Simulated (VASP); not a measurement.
# Ru (C2/m) in VASP: single point with PBEsol

Aim: the single point of Ru with PBEsol.

Everything below comes from runs of VASP 6.6.1. Logs are shortened: lines on timing, memory, paths and dates and some standing lists are left out, and cuts for length are marked.

## (1) The cell of the first run

Symmetry: C2/m, No. 12, monoclinic system. The conventional cell has a = 4.616 Å, b = 2.665 Å, c = 13.078 Å, α = 90.00°, β = 93.37°, γ = 90.00°. Within 3.1 Å of Ru (site symmetry m) lie 12 Ru at 2.31 to 2.98 Å. Ru (site symmetry m) has 12 Ru at 2.66 Å within 3.5 Å. Ru (site symmetry m) has 12 Ru at 2.66 Å within 3.5 Å.

## (2) Single point, PBEsol (the part above a cut slid along it)

Contents of INCAR:

```
SYSTEM = Ru
ALGO = Fast
EDIFF = 1E-6
ENCUT = 520
GGA = PS
ISIF = 2
ISMEAR = 0
LASPH = .True.
LCHARG = .False.
LREAL = .False.
LWAVE = .False.
NBANDS = 51
NELM = 60
PREC = Accurate
SIGMA = 0.15
```

Contents of KPOINTS:

```
k-points
0
Gamma
  19 19 4
  0 0 0
```

Contents of POSCAR:

```
Ru
1.0
    1.8844236800     -1.8844236800      0.0000000000
    1.8844236800      0.0000000000     -1.8844236800
    8.1658359469      7.2236241069      7.2236241069
Ru
6
Direct
    0.6527805556      0.6527805556      0.0833166667
   -0.1527750000     -0.1527750000      0.9166500000
    0.2916694444      0.2916694444      0.2499833333
    0.5694472222      0.5694472222      0.5833166667
   -0.0694416667     -0.0694416667      0.4166500000
    0.2083361111      0.2083361111      0.7499833333
```

Potentials or basis: VASP PAW PBE potentials, release 64 (Ru_pv).

The run is started by

```
> cat potpaw_PBE.64/Ru_pv/POTCAR > POTCAR
> mpirun -np 1 vasp_std > vasp.out
```

OUTCAR:

```text
SYSTEM = Ru
   EDIFF = 1E-6
   ENCUT = 520
   GGA = PS
   ISIF = 2
   ISMEAR = 0
   LASPH = .True.
   LREAL = .False.
   NELM = 60
   PREC = Accurate

 ion  position               nearest neighbor table
   1  0.653  0.653  0.083-   2 2.31   3 2.66   3 2.66   3 2.66   2 2.98   2 2.98
   2  0.847  0.847  0.917-   1 2.31   6 2.66   6 2.66   6 2.66   1 2.98   1 2.98
   3  0.292  0.292  0.250-   1 2.66   1 2.66   1 2.66   5 2.66   5 2.66   5 2.66
   4  0.569  0.569  0.583-   6 2.66   6 2.66   6 2.66   5 2.66   5 2.66   5 2.66
   5  0.931  0.931  0.417-   3 2.66   4 2.66   3 2.66   3 2.66   4 2.66   4 2.66
   6  0.208  0.208  0.750-   4 2.66   4 2.66   4 2.66   2 2.66   2 2.66   2 2.66

  LATTYP: Found a base centered monoclinic cell.
 ALAT       =     4.6158764752
 B/A-ratio  =     0.5773502692
 C/A-ratio  =     2.8333333334
 COS(beta)  =    -0.0588235294

  Lattice vectors:

 A1 = (  -1.8844236800,   1.8844236800,   0.0000000000)
 A2 = (  -1.8844236800,   0.0000000000,   1.8844236800)
 A3 = (   8.1658359469,   7.2236241069,   7.2236241069)

Analysis of symmetry for initial positions (statically):
=====================================================================
 Subroutine PRICEL returns:
 Original cell was already a primitive cell.

 Routine SETGRP: Setting up the symmetry group for a
 base centered monoclinic supercell.

 Subroutine GETGRP returns: Found  4 space group operations
 (whereof  2 operations were pure point group operations)
 out of a pool of  4 trial point group operations.

The static configuration has the point symmetry C_1h.
 The point group associated with its full space group is C_2h.

Analysis of symmetry for dynamics (positions and initial velocities):
=====================================================================
 Subroutine PRICEL returns:
 Original cell was already a primitive cell.

 Routine SETGRP: Setting up the symmetry group for a
 base centered monoclinic supercell.

 Subroutine GETGRP returns: Found  4 space group operations
 (whereof  2 operations were pure point group operations)
 out of a pool of  4 trial point group operations.

The dynamic configuration has the point symmetry C_1h.
 The point group associated with its full space group is C_2h.

 Subroutine INISYM returns: Found  4 space group operations
 (whereof  2 operations are pure point group operations),
 and found     1 'primitive' translations

----------------------------------------------------------------------------------------

                                     Primitive cell

  volume of cell :      80.3003

  direct lattice vectors                    reciprocal lattice vectors
     1.884423680 -1.884423680  0.000000000     0.169518377 -0.361147847  0.169518377
     1.884423680  0.000000000 -1.884423680     0.169518377  0.169518377 -0.361147847
     8.165835947  7.223624107  7.223624107     0.044222185  0.044222185  0.044222185

  length of vectors
     2.664977526  2.664977526 13.078316680     0.433475176  0.433475176  0.076595072

  position of ions in fractional coordinates (direct lattice)
     0.652780556  0.652780556  0.083316667
     0.847225000  0.847225000  0.916650000
     0.291669444  0.291669444  0.249983333
     0.569447222  0.569447222  0.583316667
     0.930558333  0.930558333  0.416650000
     0.208336111  0.208336111  0.749983333

  ion indices of the primitive-cell ions
   primitive index   ion index
                 1           1
                 2           2
                 3           3
                 4           4
                 5           5
                 6           6

----------------------------------------------------------------------------------------

 KPOINTS: k-points

Automatic generation of k-mesh.
 Grid dimensions read from file:
 generate k-points for:   19   19    4

 Generating k-lattice:

  Cartesian coordinates                     Fractional coordinates (reciprocal lattice)
     0.008922020 -0.019007781  0.008922020     0.052631579  0.000000000 -0.000000000
     0.008922020  0.008922020 -0.019007781     0.000000000  0.052631579 -0.000000000
     0.011055546  0.011055546  0.011055546     0.000000000  0.000000000  0.250000000

  Length of vectors
     0.022814483  0.022814483  0.019148768

  Shift w.r.t. Gamma in fractional coordinates (k-lattice)
     0.000000000  0.000000000  0.000000000

 Subroutine IBZKPT returns following result:
 ===========================================

 Found    390 irreducible k-points:

 Following reciprocal coordinates:
            Coordinates               Weight
  0.000000  0.000000  0.000000      1.000000
  0.052632  0.000000 -0.000000      4.000000
  0.105263  0.000000 -0.000000      4.000000
  0.157895  0.000000  0.000000      4.000000
  0.210526  0.000000 -0.000000      4.000000
  0.263158  0.000000  0.000000      4.000000
[... 16 lines left out ...]
 -0.315789  0.052632  0.000000      4.000000
 -0.263158  0.052632  0.000000      4.000000
 [... further k-points ...]
   k-points           NKPTS =    390   k-points in BZ     NKDIM =    390   number of bands    NBANDS=     51
   number of dos      NEDOS =    301   number of ions     NIONS =      6
   total plane-waves  NPLWV =  39200
   dimension x,y,z NGX =    20 NGY =   20 NGZ =   98
   dimension x,y,z NGXF=    40 NGYF=   40 NGZF=  196
   ions per type =               6
   NGX,Y,Z   is equivalent  to a cutoff of  12.48, 12.48, 12.46 a.u.
   NGXF,Y,Z  is equivalent  to a cutoff of  24.95, 24.95, 24.91 a.u.
 SYSTEM =  Ru
   PREC   = accura    normal or accurate (medium, high low for compatibility)
   ISTART =      0    job   : 0-new  1-cont  2-samecut
   ICHARG =      2    charge: 1-file 2-atom 10-const
   ISPIN  =      1    spin polarized calculation?
   LNONCOLLINEAR =      F non collinear calculations
   LSORBIT =      F    spin-orbit coupling
   LASPH  =      T    aspherical Exc in radial PAW
   ENCUT  =  520.0 eV  38.22 Ry    6.18 a.u.   4.96  4.96 24.32*2*pi/ulx,y,z
   NELM   =     60;   NELMIN=  2; NELMDL= -5     # of ELM steps
   EDIFF  = 0.1E-05   stopping-criterion for ELM
   LREAL  =      F    real-space projection
   EDIFFG = 0.1E-04   stopping-criterion for IOM
   NSW    =      0    number of steps for IOM
   IBRION =     -1    ionic relax: 0-MD 1-quasi-New 2-CG
   NFREE  =      0    steps in history (QN), initial steepest desc. (CG)
   ISIF   =      2    stress and relaxation
   ISYM   =      2    0-nonsym 1-usesym 2-fastsym
   POTIM  = 0.5000    time-step for ionic-motion
   TEBEG  =    0.0;   TEEND  =   0.0 temperature during run
   PSTRESS=    0.0 pullay stress
   NELECT =      84.0000    total number of electrons
   NUPDOWN=      -1.0000    fix difference up-down
   EMIN   =  10.00;   EMAX   =-10.00  energy-range for DOS
   EFERMI =   0.00;   METHOD = LEGACY
   ISMEAR =     0;   SIGMA  =   0.15  broadening in eV -4-tet -1-fermi 0-gaus
   EFERMI_NEDOS =   21; number of points for ismear=-14 and -15
   IALGO  =     68    algorithm
   IMIX   =      4    mixing-type and parameters
     AMIX     =   0.40;   BMIX     =  1.00
     AMIX_MAG =   1.60;   BMIX_MAG =  1.00
  volume/ion in A,a.u.               =      13.38        90.32
  Fermi-wavevector in a.u.,A,eV,Ry     =   1.661865  3.140469 37.576486  2.761794
  Thomas-Fermi vector in A             =   2.748854
   LORBIT       =      0    0 simple, 1 ext, 2 COOP (PROOUT), +10 PAW based schemes
   GGA     = PS    functional components
   LHFCALC =     F    Hartree Fock is set to
   AEXX    =    0.0000 exact exchange contribution
   IVDW    =     0    specifies the selected vdW correction
   LEPSILON=     F    determine dielectric tensor
   LRPA    =     F    only Hartree local field effects (RPA)
 non-spin polarized calculation
 RMM-DIIS sequential band-by-band and
 Gauss-broadening in eV      SIGMA  =   0.15
  energy-cutoff  :      520.00
  volume of cell :       80.30
 maximum number of plane-waves:      2203
   NGX =  9   NGY =  9   NGZ = 49

 number of electron      84.0000002 magnetization

 Free energy of the ion-electron system (eV)
  ---------------------------------------------------
  ext. energy  EPLUGINS =         0.00000000
  ---------------------------------------------------
  free energy    TOTEN  =       -59.69499460 eV

  energy without entropy =      -59.62295011  energy(sigma->0) =      -59.65897235

 E-fermi :  12.9381     XC(G=0): -14.3588

 val. band max:       12.9364316128   @ k =   0.1053   0.0526   0.2500
 cond. band min:      12.9384426894   @ k =   0.1579   0.0526   0.5000
 fundamental gap:      0.0020110766
 Fermi energy:        12.9380525548

 k-point     1 :       0.0000    0.0000    0.0000
  band No.  band energies     occupation
      1     -30.8762      2.00000
      2     -30.4195      2.00000
      3     -30.3029      2.00000
      4     -29.8028      2.00000
      5     -29.7456      2.00000
      6     -29.6424      2.00000
[... 43 lines left out ...]
     50      13.8253      0.00000
     51      13.9630      0.00000

 k-point     2 :       0.0526    0.0000   -0.0000
  band No.  band energies     occupation
      1     -30.8701      2.00000
      2     -30.4140      2.00000
      3     -30.2975      2.00000
      4     -29.8111      2.00000
      5     -29.7548      2.00000
      6     -29.6638      2.00000
[... 43 lines left out ...]
     50      13.6835      0.00000
     51      14.0328      0.00000

 k-point     3 :       0.1053    0.0000   -0.0000
  band No.  band energies     occupation
      1     -30.8530      2.00000
      2     -30.3981      2.00000
      3     -30.2824      2.00000
      4     -29.8411      2.00000
      5     -29.7920      2.00000
      6     -29.7229      2.00000
[... 43 lines left out ...]
     50      13.9876      0.00000
     51      14.1991      0.00000
[... 1027 lines left out ...]
 k-point    23 :      -0.3158    0.0526    0.0000
  band No.  band energies     occupation
      1     -30.7399      2.00000
      2     -30.4025      2.00000
      3     -30.3517      2.00000
      4     -30.3360      2.00000
      5     -30.2559      2.00000
      6     -30.2161      2.00000
[... 43 lines left out ...]
     50      14.5758      0.00000
     51      14.7001      0.00000

 k-point    24 :      -0.2632    0.0526    0.0000
  band No.  band energies     occupation
      1     -30.7546      2.00000
      2     -30.3289      2.00000
      3     -30.2779      2.00000
      4     -30.2573      2.00000
      5     -30.1329      2.00000
      6     -30.0959      2.00000
[... 43 lines left out ...]
     50      14.2634      0.00000
     51      14.5711      0.00000

 [... further k-points ...]

------------------------ aborting loop because EDIFF is reached ----------------------------------------

  FORCE on cell =-STRESS in cart. coord.  units (eV):
  Direction    XX          YY          ZZ          XY          YZ          ZX
  --------------------------------------------------------------------------------------
  -------------------------------------------------------------------------------------
  Total       -0.2981990      2.9511039      2.9511039     -0.2199915      2.8670482     -0.2199912
  in kB       -5.9497661     58.8814071     58.8814071     -4.3893439     57.2043000     -4.3893382
  external PRESSURE =      37.2710160 kB  Pullay stress =       0.0000000 kB

 VOLUME and BASIS-vectors are now :
 -----------------------------------------------------------------------------
  energy-cutoff  :      520.00
  volume of cell :       80.30
      direct lattice vectors                 reciprocal lattice vectors
     1.884423680 -1.884423680  0.000000000     0.169518377 -0.361147847  0.169518377
     1.884423680  0.000000000 -1.884423680     0.169518377  0.169518377 -0.361147847
     8.165835947  7.223624107  7.223624107     0.044222185  0.044222185  0.044222185

 POSITION                                       TOTAL-FORCE (eV/Angst)
 -----------------------------------------------------------------------------------
      3.14058     -0.62827     -0.62827         0.389852      1.594244      1.594244
     10.67828      5.02500      5.02500        -0.389852     -1.594244     -1.594244
      3.14058      1.25616      1.25616        -0.257641     -0.035061     -0.035061
      6.90943      3.14058      3.14058        -0.017015      0.015837      0.015837
      6.90943      1.25616      1.25616         0.017015     -0.015837     -0.015837
      6.90943      5.02500      5.02500         0.257641      0.035061      0.035061
 -----------------------------------------------------------------------------------
    total drift:                                0.000001      0.000000      0.000000

  FREE ENERGIE OF THE ION-ELECTRON SYSTEM (eV)
  ---------------------------------------------------
  free  energy   TOTEN  =       -59.6949946000 eV

  energy  without entropy=      -59.6229501069  energy(sigma->0) =      -59.65897235
```

Wall time 46 min (1 thread of Oxide Virtual Turin-like, shared host); peak memory 0.97 GiB.

Results:

```yaml
Free_energy: -59.6950 eV
Pressure: 3.7 GPa
Largest_force: 2.288 eV/Å
Band_gap_on_the_k_mesh: zero (bands 42 and 43 overlap by 3.01 eV)
```

Forces in eV/Å, atoms in the order of the input:
```
Ru   0.390  1.594  1.594
Ru  -0.390 -1.594 -1.594
Ru  -0.258 -0.035 -0.035
Ru  -0.017  0.016  0.016
Ru   0.017 -0.016 -0.016
Ru   0.258  0.035  0.035
```

Stress tensor (GPa, compression positive):
```
-0.59 -0.44 -0.44
-0.44  5.89  5.72
-0.44  5.72  5.89
```

Caveat: the cell differs from its parent crystal (the part above a cut slid along it); the stress differs along the axes, from -1 to 6 GPa; the PAW data sets were made with another functional, which shifts forces and pressure a little.
